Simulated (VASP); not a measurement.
Runs of VASP 6.6.1 on SrTl. The structure is that of space group Pm-3m (No. 221), or close to it. The cells are those of the table. 

| cell | further INCAR settings | gap on the mesh (eV) | pressure (GPa) |
| --- | --- | --- | --- |
| a = 4.032, b = 4.032, c = 3.830 Å, 2 atoms | ALGO = Fast; EDIFF = 1e-06; NBANDS = 18 | none | -0.2 |
| a = 3.830, b = 3.830, c = 4.032 Å, 2 atoms | ALGO = Fast; EDIFF = 1e-06; NBANDS = 18 | none | 1.7 |
| a = 4.234, b = 4.234, c = 4.032 Å, 2 atoms | ALGO = Fast; EDIFF = 1e-07; NBANDS = 18 | none | (b) |
| a = 4.032, b = 4.032, c = 4.234 Å, 2 atoms | ALGO = Fast; EDIFF = 1e-06; NBANDS = 18 | none | (a) |
| a = 3.830 Å, 2 atoms | ALGO = Fast; EDIFF = 1e-06; NBANDS = 18 | none | 4.2 |

Alike in all rows: task single point; level LDA; potentials or basis VASP PAW LDA potentials, release 64 (Sr_sv, Tl_d); no spin polarisation; k mesh 12 × 12 × 12; cutoff (eV) 520; smearing gaussian 0.15 eV.

Task: Fill in the values left out.

Result: (a) -2.9; (b) -3.8.

Caveats: spin-orbit coupling is left out, which moves the levels of the heavy elements; the cell stands under tension (at least some runs); the cell stands under pressure (at least some runs).

A k mesh can miss the band edges, and the runs leave out spin-orbit coupling on Sr, Tl.

A gap of «none» marks levels without a gap at the run's occupations.
